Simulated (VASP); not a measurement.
# Ba (Im-3m) in VASP: further runs

Ba is run at these levels: PBEsol, r2SCAN; tasks: single point.

Program: VASP 6.6.1. These are calculated values, not measurements. Logs are shortened: lines on timing, memory, paths and dates and some standing lists are left out, and cuts for length are marked.

**1. The cell of the first run**

It takes space group Im-3m (No. 229, cubic). The conventional cell has a = 4.882 Å, b = 4.882 Å, c = 4.882 Å, α = 90.00°, β = 90.00°, γ = 90.00°. Ba (site symmetry m-3m) has 14 Ba at 4.23 to 4.88 Å within 5.5 Å.

**2. Single point, PBEsol**

The input, INCAR:

```
PREC = Accurate
ENCUT = 520
EDIFF = 1E-6
ISMEAR = -1
SIGMA = 0.05
LREAL = F
LASPH = T
NELM = 100
ALGO = Normal
ISIF = 2
LWAVE = F
LCHARG = F
GGA = PS
NBANDS = 11
```

The input, KPOINTS:

```
regular mesh
0
Gamma
  8 8 8
```

The input, POSCAR:

```
Ba
1.0
   -2.4411340000      2.4411340000      2.4411340000
    2.4411340000     -2.4411340000      2.4411340000
    2.4411340000      2.4411340000     -2.4411340000
Ba
1
Direct
    0.0000000000      0.0000000000      0.0000000000
```

Potentials or basis: VASP PAW PBE potentials, release 64 (Ba_sv).

Launch:

```console
$ cat potpaw_PBE.64/Ba_sv/POTCAR > POTCAR
$ mpirun -np 1 vasp_std > vasp.out
```

OUTCAR:

```text
PREC = Accurate
   ENCUT = 520
   EDIFF = 1E-6
   ISMEAR = -1
   LREAL = F
   LASPH = T
   NELM = 100
   ISIF = 2
   GGA = PS

 ion  position               nearest neighbor table
   1  0.000  0.000  0.000-

  LATTYP: Found a body centered cubic cell.
 ALAT       =     4.8822680000

  Lattice vectors:

 A1 = (  -2.4411340000,   2.4411340000,   2.4411340000)
 A2 = (   2.4411340000,  -2.4411340000,   2.4411340000)
 A3 = (   2.4411340000,   2.4411340000,  -2.4411340000)

Analysis of symmetry for initial positions (statically):
=====================================================================
 Subroutine PRICEL returns:
 Original cell was already a primitive cell.

 Routine SETGRP: Setting up the symmetry group for a
 body centered cubic supercell.

 Subroutine GETGRP returns: Found 48 space group operations
 (whereof 48 operations were pure point group operations)
 out of a pool of 48 trial point group operations.

The static configuration has the point symmetry O_h .

Analysis of symmetry for dynamics (positions and initial velocities):
=====================================================================
 Subroutine PRICEL returns:
 Original cell was already a primitive cell.

 Routine SETGRP: Setting up the symmetry group for a
 body centered cubic supercell.

 Subroutine GETGRP returns: Found 48 space group operations
 (whereof 48 operations were pure point group operations)
 out of a pool of 48 trial point group operations.

The dynamic configuration has the point symmetry O_h .

 Subroutine INISYM returns: Found 48 space group operations
 (whereof 48 operations are pure point group operations),
 and found     1 'primitive' translations

----------------------------------------------------------------------------------------

                                     Primitive cell

  volume of cell :      58.1882

  direct lattice vectors                    reciprocal lattice vectors
    -2.441134000  2.441134000  2.441134000     0.000000000  0.204822841  0.204822841
     2.441134000 -2.441134000  2.441134000     0.204822841  0.000000000  0.204822841
     2.441134000  2.441134000 -2.441134000     0.204822841  0.204822841  0.000000000

  length of vectors
     4.228168116  4.228168116  4.228168116     0.289663239  0.289663239  0.289663239

  position of ions in fractional coordinates (direct lattice)
     0.000000000  0.000000000  0.000000000

  ion indices of the primitive-cell ions
   primitive index   ion index
                 1           1

----------------------------------------------------------------------------------------

 KPOINTS: regular mesh

Automatic generation of k-mesh.
 Grid dimensions read from file:
 generate k-points for:    8    8    8

 Generating k-lattice:

  Cartesian coordinates                     Fractional coordinates (reciprocal lattice)
     0.000000000  0.025602855  0.025602855     0.125000000  0.000000000  0.000000000
     0.025602855  0.000000000  0.025602855     0.000000000  0.125000000  0.000000000
     0.025602855  0.025602855  0.000000000     0.000000000  0.000000000  0.125000000

  Length of vectors
     0.036207905  0.036207905  0.036207905

  Shift w.r.t. Gamma in fractional coordinates (k-lattice)
     0.000000000  0.000000000  0.000000000

 Subroutine IBZKPT returns following result:
 ===========================================

 Found     29 irreducible k-points:

 Following reciprocal coordinates:
            Coordinates               Weight
  0.000000  0.000000  0.000000      1.000000
  0.125000  0.000000  0.000000     12.000000
  0.250000  0.000000  0.000000     12.000000
  0.375000  0.000000  0.000000     12.000000
  0.500000  0.000000  0.000000      6.000000
  0.125000  0.125000  0.000000     24.000000
[... 16 lines left out ...]
 -0.250000  0.250000  0.250000      6.000000
 -0.375000  0.375000  0.250000     24.000000
 [... further k-points ...]
   k-points           NKPTS =     29   k-points in BZ     NKDIM =     29   number of bands    NBANDS=     11
   number of dos      NEDOS =    301   number of ions     NIONS =      1
   total plane-waves  NPLWV =  32768
   dimension x,y,z NGX =    32 NGY =   32 NGZ =   32
   dimension x,y,z NGXF=    64 NGYF=   64 NGZF=   64
   ions per type =               1
   NGX,Y,Z   is equivalent  to a cutoff of  12.58, 12.58, 12.58 a.u.
   NGXF,Y,Z  is equivalent  to a cutoff of  25.16, 25.16, 25.16 a.u.
 SYSTEM =  unknown system
   PREC   = accura    normal or accurate (medium, high low for compatibility)
   ISTART =      0    job   : 0-new  1-cont  2-samecut
   ICHARG =      2    charge: 1-file 2-atom 10-const
   ISPIN  =      1    spin polarized calculation?
   LNONCOLLINEAR =      F non collinear calculations
   LSORBIT =      F    spin-orbit coupling
   LASPH  =      T    aspherical Exc in radial PAW
   ENCUT  =  520.0 eV  38.22 Ry    6.18 a.u.   7.86  7.86  7.86*2*pi/ulx,y,z
   NELM   =    100;   NELMIN=  2; NELMDL= -5     # of ELM steps
   EDIFF  = 0.1E-05   stopping-criterion for ELM
   LREAL  =      F    real-space projection
   EDIFFG = 0.1E-04   stopping-criterion for IOM
   NSW    =      0    number of steps for IOM
   IBRION =     -1    ionic relax: 0-MD 1-quasi-New 2-CG
   NFREE  =      0    steps in history (QN), initial steepest desc. (CG)
   ISIF   =      2    stress and relaxation
   ISYM   =      2    0-nonsym 1-usesym 2-fastsym
   POTIM  = 0.5000    time-step for ionic-motion
   TEBEG  =    0.0;   TEEND  =   0.0 temperature during run
   PSTRESS=    0.0 pullay stress
   NELECT =      10.0000    total number of electrons
   NUPDOWN=      -1.0000    fix difference up-down
   EMIN   =  10.00;   EMAX   =-10.00  energy-range for DOS
   EFERMI =   0.00;   METHOD = LEGACY
   ISMEAR =    -1;   SIGMA  =   0.05  broadening in eV -4-tet -1-fermi 0-gaus
   EFERMI_NEDOS =   21; number of points for ismear=-14 and -15
   IALGO  =     38    algorithm
   IMIX   =      4    mixing-type and parameters
     AMIX     =   0.40;   BMIX     =  1.00
     AMIX_MAG =   1.60;   BMIX_MAG =  1.00
  volume/ion in A,a.u.               =      58.19       392.67
  Fermi-wavevector in a.u.,A,eV,Ry     =   0.910185  1.720001 11.271577  0.828438
  Thomas-Fermi vector in A             =   2.034318
   LORBIT       =      0    0 simple, 1 ext, 2 COOP (PROOUT), +10 PAW based schemes
   GGA     = PS    functional components
   LHFCALC =     F    Hartree Fock is set to
   AEXX    =    0.0000 exact exchange contribution
   IVDW    =     0    specifies the selected vdW correction
   LEPSILON=     F    determine dielectric tensor
   LRPA    =     F    only Hartree local field effects (RPA)
 non-spin polarized calculation
  energy-cutoff  :      520.00
  volume of cell :       58.19
 maximum number of plane-waves:      1589
   NGX = 15   NGY = 15   NGZ = 15

 number of electron      10.0000001 magnetization

 Free energy of the ion-electron system (eV)
  ---------------------------------------------------
  ext. energy  EPLUGINS =         0.00000000
  ---------------------------------------------------
  free energy    TOTEN  =        -2.15859421 eV

  energy without entropy =       -2.15150924  energy(sigma->0) =       -2.15505172

 E-fermi :   1.7638     XC(G=0):  -7.7695

 val. band max:        1.6816645800   @ k =  -0.3750   0.5000   0.2500
 cond. band min:       1.9504818768   @ k =   0.2500   0.2500   0.1250
 fundamental gap:      0.2688172968
 Fermi energy:         1.7638252662

 k-point     1 :       0.0000    0.0000    0.0000
  band No.  band energies     occupation
      1     -26.9254      2.00000
      2     -11.8040      2.00000
      3     -11.8040      2.00000
      4     -11.8040      2.00000
      5      -1.0014      2.00000
      6       3.7014      0.00000
      7       3.7014      0.00000
      8       3.7014      0.00000
      9       5.2488      0.00000
     10       5.2488      0.00000
     11       8.9730      0.00000

 k-point     2 :       0.1250    0.0000    0.0000
  band No.  band energies     occupation
      1     -26.9165      2.00000
      2     -11.8991      2.00000
      3     -11.8327      2.00000
      4     -11.8047      2.00000
      5      -0.6853      2.00000
      6       3.4541      0.00000
      7       3.5384      0.00000
      8       4.0295      0.00000
      9       4.9265      0.00000
     10       5.2302      0.00000
     11       9.3183      0.00000

 k-point     3 :       0.2500    0.0000    0.0000
  band No.  band energies     occupation
      1     -26.8947      2.00000
      2     -12.1174      2.00000
      3     -11.9008      2.00000
      4     -11.8066      2.00000
      5       0.0874      2.00000
      6       2.9768      0.00000
      7       3.0128      0.00000
      8       4.9748      0.00000
      9       4.9804      0.00000
     10       5.3031      0.00000
     11       9.4250      0.00000

 k-point     4 :       0.3750    0.0000    0.0000
  band No.  band energies     occupation
      1     -26.8727      2.00000
      2     -12.3220      2.00000
      3     -11.9671      2.00000
      4     -11.8085      2.00000
      5       0.7236      2.00000
      6       2.5996      0.00000
      7       2.9582      0.00000
      8       5.2555      0.00000
      9       5.5970      0.00000
     10       6.3900      0.00000
     11       8.3369      0.00000
[... 239 lines left out ...]
 k-point    22 :       0.2500    0.2500    0.2500
  band No.  band energies     occupation
      1     -26.8593      2.00000
      2     -12.1078      2.00000
      3     -12.1078      2.00000
      4     -12.1078      2.00000
      5       2.3952      0.00001
      6       2.3952      0.00001
      7       2.3952      0.00001
      8       5.9819      0.00000
      9       5.9819      0.00000
     10       5.9856      0.00000
     11       9.1045      0.00000

 k-point    23 :      -0.2500    0.2500    0.2500
  band No.  band energies     occupation
      1     -26.8680      2.00000
      2     -12.1302      2.00000
      3     -12.0061      2.00000
      4     -12.0061      2.00000
      5       0.9840      2.00000
      6       2.5319      0.00000
      7       3.7783      0.00000
      8       3.7783      0.00000
      9       4.9161      0.00000
     10       5.7137      0.00000
     11       9.1996      0.00000

 k-point    24 :      -0.3750    0.3750    0.2500
  band No.  band energies     occupation
      1     -26.8490      2.00000
      2     -12.2502      2.00000
      3     -12.0780      2.00000
      4     -12.0251      2.00000
      5       1.4995      1.98994
      6       2.0000      0.01761
      7       3.7829      0.00000
      8       4.0365      0.00000
      9       5.6534      0.00000
     10       6.0448      0.00000
     11       9.5234      0.00000

 [... further k-points ...]

------------------------ aborting loop because EDIFF is reached ----------------------------------------

  FORCE on cell =-STRESS in cart. coord.  units (eV):
  Direction    XX          YY          ZZ          XY          YZ          ZX
  --------------------------------------------------------------------------------------
  -------------------------------------------------------------------------------------
  Total        0.0133153      0.0133153      0.0133153     -0.0000000      0.0000000     -0.0000000
  in kB        0.3666300      0.3666300      0.3666300     -0.0000000      0.0000000     -0.0000000
  external PRESSURE =       0.3666300 kB  Pullay stress =       0.0000000 kB

 VOLUME and BASIS-vectors are now :
 -----------------------------------------------------------------------------
  energy-cutoff  :      520.00
  volume of cell :       58.19
      direct lattice vectors                 reciprocal lattice vectors
    -2.441134000  2.441134000  2.441134000     0.000000000  0.204822841  0.204822841
     2.441134000 -2.441134000  2.441134000     0.204822841  0.000000000  0.204822841
     2.441134000  2.441134000 -2.441134000     0.204822841  0.204822841  0.000000000

 POSITION                                       TOTAL-FORCE (eV/Angst)
 -----------------------------------------------------------------------------------
      0.00000      0.00000      0.00000        -0.000000     -0.000000      0.000000
 -----------------------------------------------------------------------------------
    total drift:                                0.000000      0.000000     -0.000000

  FREE ENERGIE OF THE ION-ELECTRON SYSTEM (eV)
  ---------------------------------------------------
  free  energy   TOTEN  =        -2.1585942081 eV

  energy  without entropy=       -2.1515092382  energy(sigma->0) =       -2.15505172
```

It took 8.9 s on 1 thread of Intel Xeon 6975P-C, shared host; peak memory 0.17 GiB.

Results:

| Quantity | Value |
| --- | --- |
| Free energy | -2.1586 eV |
| Pressure | 0.0 GPa |
| Band gap on the k mesh | zero (band 5 reaches 2.40 eV, above the bottom of band 6 at 1.15 eV) |

Caveat: the PAW data sets were made with another functional, which shifts forces and pressure a little; spin-orbit coupling is left out, which moves the levels of the heavy elements.

**3. Single point, r2SCAN**

POSCAR is that of step 2.

The input, INCAR.step1:

```
ALGO = Normal
EDIFF = 1E-4
ENCUT = 520
GGA = PE
ISMEAR = -1
LASPH = True
LCHARG = False
LREAL = False
LWAVE = True
NBANDS = 11
NELM = 80
PREC = Accurate
SIGMA = 0.05
```

The input, INCAR.step2:

```
ALGO = Normal
EDIFF = 1E-6
ENCUT = 520
ISIF = 2
ISMEAR = -1
ISTART = 1
LASPH = True
LCHARG = True
LELF = True
LMIXTAU = True
LREAL = False
LVHAR = True
LWAVE = False
METAGGA = R2SCAN
NBANDS = 11
NELM = 80
PREC = Accurate
SIGMA = 0.05
```

The input, KPOINTS:

```
k-points
0
Gamma
  8 8 8
```

Potentials or basis: VASP PAW PBE potentials, release 64 (Ba_sv).

Launch:

```console
$ cat potpaw_PBE.64/Ba_sv/POTCAR > POTCAR
$ cp INCAR.step1 INCAR
$ mpirun -np 1 vasp_std > vasp.out
$ cp INCAR.step2 INCAR
$ mpirun -np 1 vasp_std > vasp.out
```

Run time: 31 s. Hardware: 1 thread of Intel Xeon 6975P-C, shared host; peak memory 0.19 GiB.

The run converged. Its results:

```yaml
Free_energy: -26.4177 eV
Pressure: 1.2 GPa
Band_gap_on_the_k_mesh: zero (band 5 reaches 2.66 eV, above the bottom of band 6 at 1.24 eV)
```

Levels at points of the mesh, in eV from the Fermi level:
```
           k point  band 1  band 2  band 3  band 4  band 5  band 6  band 7  band 8  band 9  band 10
(0.00, 0.00, 0.00)  -29.75  -14.23  -14.23  -14.23   -2.87    2.26    2.26    2.26    3.70     3.70
(0.50, 0.00, 0.00)  -29.69  -14.85  -14.42  -14.24   -0.90    0.90    1.52    3.81    4.41     6.02
(0.50, 0.50, 0.50)  -29.64  -14.64  -14.64  -14.64   -0.73   -0.73    5.19    5.19    5.19     5.46
```

Caveat: the PAW data sets were made with another functional, which shifts forces and pressure a little; spin-orbit coupling is left out, which moves the levels of the heavy elements.
